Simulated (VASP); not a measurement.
# BN (Fm-3m) in VASP: single point with HSE06

Aim: the single point of BN with HSE06.

All numbers are computed with VASP 6.6.1; they aren't measurements. Logs are shortened: lines on timing, memory, paths and dates and some standing lists are left out, and cuts for length are marked.

## (1) The cell of the first run

It takes space group Fm-3m (No. 225, cubic). Conventional cell: a = 3.492 Å, b = 3.492 Å, c = 3.492 Å, α = 90.00°, β = 90.00°, γ = 90.00°. B (site symmetry m-3m) has 6 N at 1.75 Å within 2.3 Å. Within 2.3 Å of N (site symmetry m-3m) lie 6 B at 1.75 Å.

## (2) Single point, HSE06

The input, POSCAR:

```
BN
1.0
    0.0000000000      1.7458259350      1.7458259350
    1.7458259350      0.0000000000      1.7458259350
    1.7458259350      1.7458259350      0.0000000000
B N
1 1
Direct
    0.0000000000      0.0000000000      0.0000000000
    0.5000000000      0.5000000000      0.5000000000
```

The input, INCAR.step1:

```
ALGO     = Normal         # electronic algorithm
EDIFF    = 1E-5           # SCF threshold, eV
ENCUT    = 520            # plane-wave cutoff, eV
GGA      = PE             # functional
ISIF     = 2              # what is computed and relaxed
ISMEAR   = 0              # smearing method
LASPH    = True           # aspherical terms in the spheres
LREAL    = False          # projectors in reciprocal space
LWAVE    = True           # write WAVECAR
NBANDS   = 11             # bands
NELM     = 60             # most SCF steps
PREC     = Accurate       # precision mode
SIGMA    = 0.01           # smearing width, eV
```

The input, INCAR.step2:

```
ALGO     = Normal         # electronic algorithm
EDIFF    = 1E-6           # SCF threshold, eV
ENCUT    = 520            # plane-wave cutoff, eV
GGA      = PE             # functional
HFSCREEN = 0.2079         # screening, 1/A
ISIF     = 2              # what is computed and relaxed
ISMEAR   = 0              # smearing method
ISTART   = 1            
LASPH    = True           # aspherical terms in the spheres
LCHARG   = True           # write CHGCAR
LELF     = True           # ELF
LHFCALC  = True           # exact exchange
LREAL    = False          # projectors in reciprocal space
LVHAR    = True         
LWAVE    = False          # write WAVECAR
NBANDS   = 11             # bands
NELM     = 60             # most SCF steps
PREC     = Accurate       # precision mode
PRECFOCK = Normal       
SIGMA    = 0.01           # smearing width, eV
```

The input, KPOINTS:

```
k-points
0
Gamma
  6 6 6
```

Potentials or basis: VASP PAW PBE potentials, release 64 (B, N).

On the command line:

```bash
> cat potpaw_PBE.64/B/POTCAR potpaw_PBE.64/N/POTCAR > POTCAR
> cp INCAR.step1 INCAR
> mpirun -np 1 vasp_std > vasp.out
> cp INCAR.step2 INCAR
> mpirun -np 1 vasp_std > vasp.out
```

OUTCAR:

```text
EDIFF = 1E-6
   ENCUT = 520
   GGA = PE
   HFSCREEN = 0.2079
   ISIF = 2
   ISMEAR = 0
   ISTART = 1
   LASPH = True
   LHFCALC = True
   LREAL = False
   NELM = 60
   PREC = Accurate
   PRECFOCK = Normal

 ion  position               nearest neighbor table
   1  0.000  0.000  0.000-   2 1.75   2 1.75   2 1.75   2 1.75   2 1.75   2 1.75
   2  0.500  0.500  0.500-   1 1.75   1 1.75   1 1.75   1 1.75   1 1.75   1 1.75

  LATTYP: Found a face centered cubic cell.
 ALAT       =     3.4916518700

  Lattice vectors:

 A1 = (   0.0000000000,   1.7458259350,   1.7458259350)
 A2 = (   1.7458259350,   0.0000000000,   1.7458259350)
 A3 = (   1.7458259350,   1.7458259350,   0.0000000000)

Analysis of symmetry for initial positions (statically):
=====================================================================
 Subroutine PRICEL returns:
 Original cell was already a primitive cell.

 Routine SETGRP: Setting up the symmetry group for a
 face centered cubic supercell.

 Subroutine GETGRP returns: Found 48 space group operations
 (whereof 48 operations were pure point group operations)
 out of a pool of 48 trial point group operations.

The static configuration has the point symmetry O_h .

Analysis of symmetry for dynamics (positions and initial velocities):
=====================================================================
 Subroutine PRICEL returns:
 Original cell was already a primitive cell.

 Routine SETGRP: Setting up the symmetry group for a
 face centered cubic supercell.

 Subroutine GETGRP returns: Found 48 space group operations
 (whereof 48 operations were pure point group operations)
 out of a pool of 48 trial point group operations.

The dynamic configuration has the point symmetry O_h .

 Subroutine INISYM returns: Found 48 space group operations
 (whereof 48 operations are pure point group operations),
 and found     1 'primitive' translations

----------------------------------------------------------------------------------------

                                     Primitive cell

  volume of cell :      10.6422

  direct lattice vectors                    reciprocal lattice vectors
     0.000000000  1.745825935  1.745825935    -0.286397395  0.286397395  0.286397395
     1.745825935  0.000000000  1.745825935     0.286397395 -0.286397395  0.286397395
     1.745825935  1.745825935  0.000000000     0.286397395  0.286397395 -0.286397395

  length of vectors
     2.468970715  2.468970715  2.468970715     0.496054839  0.496054839  0.496054839

  position of ions in fractional coordinates (direct lattice)
     0.000000000  0.000000000  0.000000000
     0.500000000  0.500000000  0.500000000

  ion indices of the primitive-cell ions
   primitive index   ion index
                 1           1
                 2           2

----------------------------------------------------------------------------------------

 KPOINTS: k-points

Automatic generation of k-mesh.
 Grid dimensions read from file:
 generate k-points for:    6    6    6

 Generating k-lattice:

  Cartesian coordinates                     Fractional coordinates (reciprocal lattice)
    -0.047732899  0.047732899  0.047732899     0.166666667  0.000000000  0.000000000
     0.047732899 -0.047732899  0.047732899     0.000000000  0.166666667  0.000000000
     0.047732899  0.047732899 -0.047732899     0.000000000  0.000000000  0.166666667

  Length of vectors
     0.082675807  0.082675807  0.082675807

  Shift w.r.t. Gamma in fractional coordinates (k-lattice)
     0.000000000  0.000000000  0.000000000

 Subroutine IBZKPT returns following result:
 ===========================================

 Found     16 irreducible k-points:

 Following reciprocal coordinates:
            Coordinates               Weight
  0.000000  0.000000  0.000000      1.000000
  0.166667  0.000000  0.000000      8.000000
  0.333333  0.000000  0.000000      8.000000
  0.500000  0.000000  0.000000      4.000000
  0.166667  0.166667  0.000000      6.000000
  0.333333  0.166667  0.000000     24.000000
[... 8 lines left out ...]
 -0.333333  0.333333  0.166667     24.000000
 -0.333333  0.500000  0.166667     12.000000
   k-points           NKPTS =     16   k-points in BZ     NKDIM =    216   number of bands    NBANDS=     11
   number of dos      NEDOS =    301   number of ions     NIONS =      2
   total plane-waves  NPLWV =   5832
   dimension x,y,z NGX =    18 NGY =   18 NGZ =   18
   dimension x,y,z NGXF=    36 NGYF=   36 NGZF=   36
   ions per type =               1   1
   NGX,Y,Z   is equivalent  to a cutoff of  12.12, 12.12, 12.12 a.u.
   NGXF,Y,Z  is equivalent  to a cutoff of  24.24, 24.24, 24.24 a.u.
 SYSTEM =  unknown system
   PREC   = accura    normal or accurate (medium, high low for compatibility)
   ISTART =      1    job   : 0-new  1-cont  2-samecut
   ICHARG =      0    charge: 1-file 2-atom 10-const
   ISPIN  =      1    spin polarized calculation?
   LNONCOLLINEAR =      F non collinear calculations
   LSORBIT =      F    spin-orbit coupling
   LASPH  =      T    aspherical Exc in radial PAW
   ENCUT  =  520.0 eV  38.22 Ry    6.18 a.u.   4.59  4.59  4.59*2*pi/ulx,y,z
   NELM   =     60;   NELMIN=  2; NELMDL=  0     # of ELM steps
   EDIFF  = 0.1E-05   stopping-criterion for ELM
   LREAL  =      F    real-space projection
   EDIFFG = 0.1E-04   stopping-criterion for IOM
   NSW    =      0    number of steps for IOM
   IBRION =     -1    ionic relax: 0-MD 1-quasi-New 2-CG
   NFREE  =      0    steps in history (QN), initial steepest desc. (CG)
   ISIF   =      2    stress and relaxation
   ISYM   =      3    0-nonsym 1-usesym 2-fastsym
   POTIM  = 0.5000    time-step for ionic-motion
   TEBEG  =    0.0;   TEEND  =   0.0 temperature during run
   PSTRESS=    0.0 pullay stress
   NELECT =       8.0000    total number of electrons
   NUPDOWN=      -1.0000    fix difference up-down
   EMIN   =  10.00;   EMAX   =-10.00  energy-range for DOS
   EFERMI =   0.00;   METHOD = LEGACY
   ISMEAR =     0;   SIGMA  =   0.01  broadening in eV -4-tet -1-fermi 0-gaus
   EFERMI_NEDOS =   21; number of points for ismear=-14 and -15
   IALGO  =     38    algorithm
   IMIX   =      1    mixing-type and parameters
     AMIX     =   0.40;   BMIX     =  1.00
     AMIX_MAG =   1.60;   BMIX_MAG =  1.00
  volume/ion in A,a.u.               =       5.32        35.91
  Fermi-wavevector in a.u.,A,eV,Ry     =   1.488540  2.812933 30.147133  2.215752
  Thomas-Fermi vector in A             =   2.601562
   LORBIT       =      0    0 simple, 1 ext, 2 COOP (PROOUT), +10 PAW based schemes
   GGA     = PE    functional components
   LHFCALC =     T    Hartree Fock is set to
   PRECFOCK=normal    Normal, Fast or Accurate (Low or Medium for compatibility)
   ENCUT4O =  -1.0   cutoff for four orbital integrals eV
   NKREDX  =     1    reduce k-point grid by
   NKREDY  =     1    reduce k-point grid by
   NKREDZ  =     1    reduce k-point grid by
   AEXX    =    0.2500 exact exchange contribution
   HFSCREEN=    0.2079 screening length (either q_TF or 0.3 A-1)
   HFSCREENC=   0.2079 screening length for correlation (either q_TF or 0.3 A-1)
   ENCUTFOCK=  -1.0 apply spherical cutoff to Coloumb kernel
   IVDW    =     0    specifies the selected vdW correction
   LEPSILON=     F    determine dielectric tensor
   LRPA    =     F    only Hartree local field effects (RPA)
 non-spin polarized calculation
 Gauss-broadening in eV      SIGMA  =   0.01
  energy-cutoff  :      520.00
  volume of cell :       10.64
 maximum number of plane-waves:       302
  NGX = 14; NGY = 14; NGZ = 14

 number of electron       7.9999998 magnetization

 Free energy of the ion-electron system (eV)
  ---------------------------------------------------
  ext. energy  EPLUGINS =         0.00000000
  ---------------------------------------------------
  free energy    TOTEN  =       -16.56559055 eV

  energy without entropy =      -16.56559055  energy(sigma->0) =      -16.56559055

 E-fermi :   9.9364     XC(G=0): -11.1949

 val. band max:        9.8508766332   @ k =  -0.1667   0.1667   0.0000
 cond. band min:      12.0207029464   @ k =   0.5000   0.5000   0.0000
 fundamental gap:      2.1698263133
 Fermi energy:         9.9363752641

 k-point     1 :       0.0000    0.0000    0.0000
  band No.  band energies     occupation
      1     -14.8479      2.00000
      2       8.7836      2.00000
      3       8.7836      2.00000
      4       8.7836      2.00000
      5      20.7070      0.00000
      6      23.9142      0.00000
      7      23.9142      0.00000
      8      23.9142      0.00000
      9      29.8547      0.00000
     10      29.8547      0.00000
     11      29.8547      0.00000

 k-point     2 :       0.1667    0.0000    0.0000
  band No.  band energies     occupation
      1     -14.0098      2.00000
      2       5.5721      2.00000
      3       8.7650      2.00000
      4       8.7650      2.00000
      5      20.8589      0.00000
      6      21.4376      0.00000
      7      21.4376      0.00000
      8      23.8958      0.00000
      9      29.0244      0.00000
     10      31.8554      0.00000
     11      31.8554      0.00000

 k-point     3 :       0.3333    0.0000    0.0000
  band No.  band energies     occupation
      1     -11.6225      2.00000
      2      -0.2589      2.00000
      3       8.9073      2.00000
      4       8.9073      2.00000
      5      17.8763      0.00000
      6      17.8763      0.00000
      7      19.2409      0.00000
      8      25.2131      0.00000
      9      31.4143      0.00000
     10      37.1603      0.00000
     11      37.1603      0.00000

 k-point     4 :       0.5000    0.0000    0.0000
  band No.  band energies     occupation
      1      -9.2574      2.00000
      2      -4.0063      2.00000
      3       9.1029      2.00000
      4       9.1029      2.00000
      5      16.3360      0.00000
      6      16.3360      0.00000
      7      18.5340      0.00000
      8      25.6412      0.00000
      9      34.4634      0.00000
     10      40.1540      0.00000
     11      43.7797      0.00000
[... 127 lines left out ...]
 k-point    14 :       0.5000    0.3333    0.1667
  band No.  band energies     occupation
      1      -9.5023      2.00000
      2       0.7056      2.00000
      3       2.3024      2.00000
      4       5.8003      2.00000
      5      15.9032      0.00000
      6      20.4770      0.00000
      7      24.3385      0.00000
      8      25.8017      0.00000
      9      27.9819      0.00000
     10      39.3276      0.00000
     11      42.2127      0.00000

 k-point    15 :      -0.3333    0.3333    0.1667
  band No.  band energies     occupation
      1      -7.2733      2.00000
      2      -2.0385      2.00000
      3       1.7037      2.00000
      4       4.3921      2.00000
      5      17.8245      0.00000
      6      18.5540      0.00000
      7      24.9879      0.00000
      8      26.7613      0.00000
      9      31.8616      0.00000
     10      32.7324      0.00000
     11      46.9369      0.00000

 k-point    16 :      -0.3333    0.5000    0.1667
  band No.  band energies     occupation
      1      -6.1093      2.00000
      2      -1.9723      2.00000
      3       1.1999      2.00000
      4       2.5147      2.00000
      5      15.5427      0.00000
      6      22.3756      0.00000
      7      23.9516      0.00000
      8      27.5297      0.00000
      9      28.1779      0.00000
     10      36.6097      0.00000
     11      51.0239      0.00000

------------------------ aborting loop because EDIFF is reached ----------------------------------------

  FORCE on cell =-STRESS in cart. coord.  units (eV):
  Direction    XX          YY          ZZ          XY          YZ          ZX
  --------------------------------------------------------------------------------------
  -------------------------------------------------------------------------------------
  Total       -0.5476464     -0.5476464     -0.5476464     -0.0000000     -0.0000000      0.0000000
  in kB      -82.4475970    -82.4475970    -82.4475970     -0.0000000     -0.0000000      0.0000000
  external PRESSURE =     -82.4475970 kB  Pullay stress =       0.0000000 kB

 VOLUME and BASIS-vectors are now :
 -----------------------------------------------------------------------------
  energy-cutoff  :      520.00
  volume of cell :       10.64
      direct lattice vectors                 reciprocal lattice vectors
     0.000000000  1.745825935  1.745825935    -0.286397395  0.286397395  0.286397395
     1.745825935  0.000000000  1.745825935     0.286397395 -0.286397395  0.286397395
     1.745825935  1.745825935  0.000000000     0.286397395  0.286397395 -0.286397395

 POSITION                                       TOTAL-FORCE (eV/Angst)
 -----------------------------------------------------------------------------------
      0.00000      0.00000      0.00000         0.000000     -0.000000     -0.000000
      1.74583      1.74583      1.74583        -0.000000      0.000000      0.000000
 -----------------------------------------------------------------------------------
    total drift:                                0.000001      0.000001      0.000001

  FREE ENERGIE OF THE ION-ELECTRON SYSTEM (eV)
  ---------------------------------------------------
  free  energy   TOTEN  =       -16.5655905528 eV

  energy  without entropy=      -16.5655905528  energy(sigma->0) =      -16.56559055
```

Wall time 2.3 min (1 thread of Intel Xeon 8259CL, shared host); peak memory 0.22 GiB.

Results:

```
Free energy            : -16.5656 eV
Pressure               : -8.2 GPa
Band gap on the k mesh : 2.17 eV (least direct gap 7.23 eV)
```

Caveat: the k points lie up to 0.52 Å⁻¹ apart; the PAW data sets were made with another functional, which shifts forces and pressure a little. A k mesh can miss the band edges.
